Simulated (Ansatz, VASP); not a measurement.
MgCd3Te4 in VASP and in Ansatz

INCAR

```
SYSTEM = MgCd3Te4
  ALGO = Normal
  EDIFF = 1E-6
  EDIFFG = -0.01
  ENCUT = 600
  GGA = PE
  IBRION = 2
  ISIF = 3
  ISMEAR = 0
  LASPH = .TRUE.
  LCHARG = .FALSE.
  LREAL = .FALSE.
  LWAVE = .FALSE.
  NELM = 80
  NSW = 100
  PREC = Accurate
  SIGMA = 0.02
```

KPOINTS

```
k-points
0
G
  6 6 2
  0 0 0
```

POSCAR

```
MgCd3Te4
1.0
    4.6605771000      0.0000000000      0.0000000000
   -2.3302886000      4.0361782000      0.0000000000
    0.0000000000      0.0000000000     15.2376581000
Mg Cd Te
1 3 4
Direct
    0.3333333000      0.6666667000      0.4972790000
    0.3333333000      0.6666667000      0.9989420000
    0.6666667000      0.3333333000      0.2513670000
    0.6666667000      0.3333333000      0.7471570000
    0.3333333000      0.6666667000      0.1873180000
    0.3333333000      0.6666667000      0.6829070000
    0.6666667000      0.3333333000      0.4396660000
    0.6666667000      0.3333333000      0.9353650000
```

Input for Ansatz:

```yaml
crystal:
  lattice:
    - [4.6605771, 0.0, 0.0]
    - [-2.3302886, 4.0361782, 0.0]
    - [0.0, 0.0, 15.2376581]
  atoms:
    - { symbol: Mg, position: [0.3333333, 0.6666667, 0.497279] }
    - { symbol: Cd, position: [0.3333333, 0.6666667, 0.998942] }
    - { symbol: Cd, position: [0.6666667, 0.3333333, 0.251367] }
    - { symbol: Cd, position: [0.6666667, 0.3333333, 0.747157] }
    - { symbol: Te, position: [0.3333333, 0.6666667, 0.187318] }
    - { symbol: Te, position: [0.3333333, 0.6666667, 0.682907] }
    - { symbol: Te, position: [0.6666667, 0.3333333, 0.439666] }
    - { symbol: Te, position: [0.6666667, 0.3333333, 0.935365] }
basis:
  ecutwfc: 420
kpoints:
  mp_grid: { grid: [6, 6, 2] }
hamiltonian:
  xc: pbe
scf:
  occupations: { method: gaussian, width: 0.02 }
output:
  forces: true
  stress: true
  eigenvalues: true
relax:
  adjacent_minimum: "off"
  f_tol: 0.01
  max_steps: 80
  cell: { stress_tol: 0.05 }
```

Alike in both runs: task relaxation of cell and atoms; functional PBE; k mesh 6 × 6 × 2; occupations gaussian, width 0.02 eV; no spin polarisation.

|  | VASP | Ansatz |
| --- | --- | --- |
| version | VASP 6.6.1 | Ansatz 0.2.0 |
| potentials or method | VASP PAW PBE potentials, release 64 (Mg, Cd, Te), cutoff 600 eV | scalar-relativistic, plane waves, PAW |
| valence electrons in the cell | 62 | 134 |

Ansatz gave:

| Quantity | Value |
| --- | --- |
| gap on the k mesh at the Fermi level, each at its own relaxed structure (eV) | 0.90 |
| relaxed volume (Å³/atom) | 35.83 |
| relaxed cell length with the largest relative difference (Å) | 15.238 |

Estimate VASP's values.

gap on the k mesh at the Fermi level, each at its own relaxed structure (eV): 0.90; relaxed volume (Å³/atom): 35.89; relaxed cell length with the largest relative difference (Å): 15.247.

VASP's potentials hold 62 valence electrons a cell and Ansatz's 134, so a difference there can come from the potentials and not from the codes.

Spin-orbit coupling is off throughout.
